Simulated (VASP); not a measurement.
# Mo (P6/mmm) in VASP: notebook

The runs below take Mo through single point, relaxation of cell and atoms, with PBEsol.

Everything below comes from runs of VASP 6.6.1. Logs are shortened: lines on timing, memory, paths and dates and some standing lists are left out, and cuts for length are marked.

## 1. The cell of the first run

Symmetry: P6/mmm, No. 191, hexagonal system. The conventional cell has a = 4.621 Å, b = 4.621 Å, c = 2.533 Å, α = 90.00°, β = 90.00°, γ = 120.00°. Mo (site symmetry 6/mmm) has 14 Mo at 2.53 to 2.95 Å within 3.3 Å. Mo (site symmetry -6m2) has 11 Mo at 2.53 to 2.95 Å within 3.3 Å.

This isn't the form of Mo at room conditions, which is bcc.

## 2. Single point, PBEsol

Input file INCAR:

```
SYSTEM = Mo
PREC = Accurate
ENCUT = 520
EDIFF = 1E-6
ISMEAR = 0
SIGMA = 0.1
LREAL = .FALSE.
LASPH = .TRUE.
NELM = 100
ALGO = Fast
ISIF = 2
LWAVE = .FALSE.
LCHARG = .FALSE.
GGA = PS
NBANDS = 28
```

Input file KPOINTS:

```
regular mesh
0
G
  12 12 18
  0 0 0
```

Input file POSCAR:

```
Mo
1.0
    4.6209853408      0.0000000000      0.0000000000
   -2.3104926704      4.0018906957      0.0000000000
    0.0000000000      0.0000000000      2.5329495592
Mo
3
Direct
    0.0000000000      0.0000000000      0.0000000000
    0.3333333333      0.6666666667      0.5000000000
    0.6666666667      0.3333333333      0.5000000000
```

Potentials or basis: VASP PAW PBE potentials, release 64 (Mo_sv).

Launch:

```
> cat potpaw_PBE.64/Mo_sv/POTCAR > POTCAR
> mpirun -np 1 vasp_std > vasp.out
```

OUTCAR:

```text
SYSTEM = Mo
   PREC = Accurate
   ENCUT = 520
   EDIFF = 1E-6
   ISMEAR = 0
   LREAL = .FALSE.
   LASPH = .TRUE.
   NELM = 100
   ISIF = 2
   GGA = PS

 ion  position               nearest neighbor table
   1  0.000  0.000  0.000-   2 2.95   3 2.95   2 2.95   3 2.95   3 2.95   3 2.95   2 2.95   2 2.95
                             3 2.95   3 2.95   2 2.95   2 2.95
   2  0.333  0.667  0.500-   3 2.67   3 2.67   3 2.67   1 2.95   1 2.95   1 2.95   1 2.95   1 2.95
                             1 2.95
   3  0.667  0.333  0.500-   2 2.67   2 2.67   2 2.67   1 2.95   1 2.95   1 2.95   1 2.95   1 2.95
                             1 2.95

  LATTYP: Found a hexagonal cell.
 ALAT       =     4.6209853408
 C/A-ratio  =     0.5481405744

  Lattice vectors:

 A1 = (   4.6209853408,   0.0000000000,   0.0000000000)
 A2 = (  -2.3104926704,   4.0018906957,   0.0000000000)
 A3 = (   0.0000000000,   0.0000000000,   2.5329495592)

Analysis of symmetry for initial positions (statically):
=====================================================================
 Subroutine PRICEL returns:
 Original cell was already a primitive cell.

 Routine SETGRP: Setting up the symmetry group for a
 hexagonal supercell.

 Subroutine GETGRP returns: Found 24 space group operations
 (whereof 24 operations were pure point group operations)
 out of a pool of 24 trial point group operations.

The static configuration has the point symmetry D_6h.

Analysis of symmetry for dynamics (positions and initial velocities):
=====================================================================
 Subroutine PRICEL returns:
 Original cell was already a primitive cell.

 Routine SETGRP: Setting up the symmetry group for a
 hexagonal supercell.

 Subroutine GETGRP returns: Found 24 space group operations
 (whereof 24 operations were pure point group operations)
 out of a pool of 24 trial point group operations.

The dynamic configuration has the point symmetry D_6h.

 Subroutine INISYM returns: Found 24 space group operations
 (whereof 24 operations are pure point group operations),
 and found     1 'primitive' translations

----------------------------------------------------------------------------------------

                                     Primitive cell

  volume of cell :      46.8410

  direct lattice vectors                    reciprocal lattice vectors
     4.620985341  0.000000000  0.000000000     0.216404062  0.124940944  0.000000000
    -2.310492670  4.001890696  0.000000000     0.000000000  0.249881887  0.000000000
     0.000000000  0.000000000  2.532949559     0.000000000  0.000000000  0.394796650

  length of vectors
     4.620985341  4.620985341  2.532949559     0.249881887  0.249881887  0.394796650

  position of ions in fractional coordinates (direct lattice)
     0.000000000  0.000000000  0.000000000
     0.333333333  0.666666667  0.500000000
     0.666666667  0.333333333  0.500000000

  ion indices of the primitive-cell ions
   primitive index   ion index
                 1           1
                 2           2
                 3           3

----------------------------------------------------------------------------------------

 KPOINTS: regular mesh

Automatic generation of k-mesh.
 Grid dimensions read from file:
 generate k-points for:   12   12   18

 Generating k-lattice:

  Cartesian coordinates                     Fractional coordinates (reciprocal lattice)
     0.018033672  0.010411745  0.000000000     0.083333333  0.000000000  0.000000000
     0.000000000  0.020823491  0.000000000     0.000000000  0.083333333  0.000000000
     0.000000000  0.000000000  0.021933147     0.000000000  0.000000000  0.055555556

  Length of vectors
     0.020823491  0.020823491  0.021933147

  Shift w.r.t. Gamma in fractional coordinates (k-lattice)
     0.000000000  0.000000000  0.000000000

 Subroutine IBZKPT returns following result:
 ===========================================

 Found    190 irreducible k-points:

 Following reciprocal coordinates:
            Coordinates               Weight
  0.000000  0.000000  0.000000      1.000000
  0.083333  0.000000  0.000000      6.000000
  0.166667  0.000000  0.000000      6.000000
  0.250000 -0.000000  0.000000      6.000000
  0.333333  0.000000  0.000000      6.000000
  0.416667  0.000000  0.000000      6.000000
[... 16 lines left out ...]
  0.250000 -0.000000  0.055556     12.000000
  0.333333  0.000000  0.055556     12.000000
 [... further k-points ...]
   k-points           NKPTS =    190   k-points in BZ     NKDIM =    190   number of bands    NBANDS=     28
   number of dos      NEDOS =    301   number of ions     NIONS =      3
   total plane-waves  NPLWV =  25920
   dimension x,y,z NGX =    36 NGY =   36 NGZ =   20
   dimension x,y,z NGXF=    72 NGYF=   72 NGZF=   40
   ions per type =               3
   NGX,Y,Z   is equivalent  to a cutoff of  12.95, 12.95, 13.13 a.u.
   NGXF,Y,Z  is equivalent  to a cutoff of  25.90, 25.90, 26.25 a.u.
 SYSTEM =  Mo
   PREC   = accura    normal or accurate (medium, high low for compatibility)
   ISTART =      0    job   : 0-new  1-cont  2-samecut
   ICHARG =      2    charge: 1-file 2-atom 10-const
   ISPIN  =      1    spin polarized calculation?
   LNONCOLLINEAR =      F non collinear calculations
   LSORBIT =      F    spin-orbit coupling
   LASPH  =      T    aspherical Exc in radial PAW
   ENCUT  =  520.0 eV  38.22 Ry    6.18 a.u.   8.59  8.59  4.71*2*pi/ulx,y,z
   NELM   =    100;   NELMIN=  2; NELMDL= -5     # of ELM steps
   EDIFF  = 0.1E-05   stopping-criterion for ELM
   LREAL  =      F    real-space projection
   EDIFFG = 0.1E-04   stopping-criterion for IOM
   NSW    =      0    number of steps for IOM
   IBRION =     -1    ionic relax: 0-MD 1-quasi-New 2-CG
   NFREE  =      0    steps in history (QN), initial steepest desc. (CG)
   ISIF   =      2    stress and relaxation
   ISYM   =      2    0-nonsym 1-usesym 2-fastsym
   POTIM  = 0.5000    time-step for ionic-motion
   TEBEG  =    0.0;   TEEND  =   0.0 temperature during run
   PSTRESS=    0.0 pullay stress
   NELECT =      42.0000    total number of electrons
   NUPDOWN=      -1.0000    fix difference up-down
   EMIN   =  10.00;   EMAX   =-10.00  energy-range for DOS
   EFERMI =   0.00;   METHOD = LEGACY
   ISMEAR =     0;   SIGMA  =   0.10  broadening in eV -4-tet -1-fermi 0-gaus
   EFERMI_NEDOS =   21; number of points for ismear=-14 and -15
   IALGO  =     68    algorithm
   IMIX   =      4    mixing-type and parameters
     AMIX     =   0.40;   BMIX     =  1.00
     AMIX_MAG =   1.60;   BMIX_MAG =  1.00
  volume/ion in A,a.u.               =      15.61       105.37
  Fermi-wavevector in a.u.,A,eV,Ry     =   1.578638  2.983193 33.907039  2.492097
  Thomas-Fermi vector in A             =   2.679138
   LORBIT       =      0    0 simple, 1 ext, 2 COOP (PROOUT), +10 PAW based schemes
   GGA     = PS    functional components
   LHFCALC =     F    Hartree Fock is set to
   AEXX    =    0.0000 exact exchange contribution
   IVDW    =     0    specifies the selected vdW correction
   LEPSILON=     F    determine dielectric tensor
   LRPA    =     F    only Hartree local field effects (RPA)
 non-spin polarized calculation
 RMM-DIIS sequential band-by-band and
 Gauss-broadening in eV      SIGMA  =   0.10
  energy-cutoff  :      520.00
  volume of cell :       46.84
 maximum number of plane-waves:      1282
 NGX is ok and might be reduce to    36
   NGX = 17   NGY = 17   NGZ =  9

 number of electron      42.0000002 magnetization

 Free energy of the ion-electron system (eV)
  ---------------------------------------------------
  ext. energy  EPLUGINS =         0.00000000
  ---------------------------------------------------
  free energy    TOTEN  =       -34.10537150 eV

  energy without entropy =      -34.08389033  energy(sigma->0) =      -34.09463092

 E-fermi :  12.2810     XC(G=0): -13.5042

 val. band max:       12.2803864382   @ k =   0.4167   0.0000   0.5000
 cond. band min:      12.2821185907   @ k =   0.1667   0.0833   0.3333
 fundamental gap:      0.0017321525
 Fermi energy:        12.2809517645

 k-point     1 :       0.0000    0.0000    0.0000
  band No.  band energies     occupation
      1     -48.6772      2.00000
      2     -48.4607      2.00000
      3     -48.2947      2.00000
      4     -22.9191      2.00000
      5     -22.9191      2.00000
      6     -22.8632      2.00000
[... 20 lines left out ...]
     27      16.7146      0.00000
     28      16.7146      0.00000

 k-point     2 :       0.0833    0.0000    0.0000
  band No.  band energies     occupation
      1     -48.6738      2.00000
      2     -48.4608      2.00000
      3     -48.2981      2.00000
      4     -22.9968      2.00000
      5     -22.9832      2.00000
      6     -22.7800      2.00000
[... 20 lines left out ...]
     27      16.5952      0.00000
     28      16.6957      0.00000

 k-point     3 :       0.1667    0.0000    0.0000
  band No.  band energies     occupation
      1     -48.6644      2.00000
      2     -48.4607      2.00000
      3     -48.3082      2.00000
      4     -23.0865      2.00000
      5     -23.0294      2.00000
      6     -22.6746      2.00000
[... 20 lines left out ...]
     27      16.2695      0.00000
     28      16.6385      0.00000

 k-point     4 :       0.2500   -0.0000    0.0000
  band No.  band energies     occupation
      1     -48.6511      2.00000
      2     -48.4593      2.00000
      3     -48.3236      2.00000
      4     -23.1622      2.00000
      5     -23.0292      2.00000
      6     -22.5746      2.00000
[... 578 lines left out ...]
     27      16.1021      0.00000
     28      16.4823      0.00000

 k-point    23 :       0.2500   -0.0000    0.0556
  band No.  band energies     occupation
      1     -48.6428      2.00000
      2     -48.4524      2.00000
      3     -48.3162      2.00000
      4     -23.1508      2.00000
      5     -23.0194      2.00000
      6     -22.5697      2.00000
[... 20 lines left out ...]
     27      15.6319      0.00000
     28      16.3731      0.00000

 k-point    24 :       0.3333    0.0000    0.0556
  band No.  band energies     occupation
      1     -48.6294      2.00000
      2     -48.4481      2.00000
      3     -48.3346      2.00000
      4     -23.2073      2.00000
      5     -22.9710      2.00000
      6     -22.5048      2.00000
[... 20 lines left out ...]
     27      15.5024      0.00000
     28      16.2329      0.00000

 [... further k-points ...]
[... 5 lines left out ...]
  --------------------------------------------------------------------------------------
  -------------------------------------------------------------------------------------
  Total        0.1254010      0.1254010      0.2022504      0.0000000      0.0000000      0.0000000
  in kB        4.2892876      4.2892876      6.9178897      0.0000000      0.0000000      0.0000000
  external PRESSURE =       5.1654883 kB  Pullay stress =       0.0000000 kB

 VOLUME and BASIS-vectors are now :
 -----------------------------------------------------------------------------
  energy-cutoff  :      520.00
  volume of cell :       46.84
      direct lattice vectors                 reciprocal lattice vectors
     4.620985341  0.000000000  0.000000000     0.216404062  0.124940944  0.000000000
    -2.310492670  4.001890696  0.000000000     0.000000000  0.249881887  0.000000000
     0.000000000  0.000000000  2.532949559     0.000000000  0.000000000  0.394796650

 POSITION                                       TOTAL-FORCE (eV/Angst)
 -----------------------------------------------------------------------------------
      0.00000      0.00000      0.00000         0.000000      0.000000     -0.000000
     -0.00000      2.66793      1.26647         0.000000     -0.000000      0.000000
      2.31049      1.33396      1.26647        -0.000000      0.000000     -0.000000
 -----------------------------------------------------------------------------------
    total drift:                                0.000000      0.000000     -0.000000

  FREE ENERGIE OF THE ION-ELECTRON SYSTEM (eV)
  ---------------------------------------------------
  free  energy   TOTEN  =       -34.1053715036 eV

  energy  without entropy=      -34.0838903309  energy(sigma->0) =      -34.09463092
```

It took 4 min on 1 thread of Oxide Virtual Turin-like, shared host; peak memory 0.26 GiB.

Results:

- Free energy: -34.1054 eV
- Pressure: 0.5 GPa
- Band gap on the k mesh: zero (bands 21 and 22 overlap by 1.46 eV)

Levels at points of the mesh, in eV from the Fermi level:
```csv
k point,band 18,band 19,band 20,band 21,band 22,band 23,band 24,band 25
"(0.00, 0.00, 0.00)",-2.22,-2.15,-2.15,-0.56,-0.56,1.81,1.81,1.89
"(0.50, 0.00, 0.00)",-2.73,-2.25,-2.21,0.85,1.26,2.04,2.05,2.14
"(0.00, 0.00, 0.50)",-1.46,-1.24,-1.24,0.13,0.13,2.49,2.49,3.22
"(0.50, 0.00, 0.50)",-2.08,-1.92,-0.27,-0.20,1.18,1.28,2.20,2.49
```

Caveat: the PAW data sets were made with another functional, which shifts forces and pressure a little.

[end of part 1 of 2]
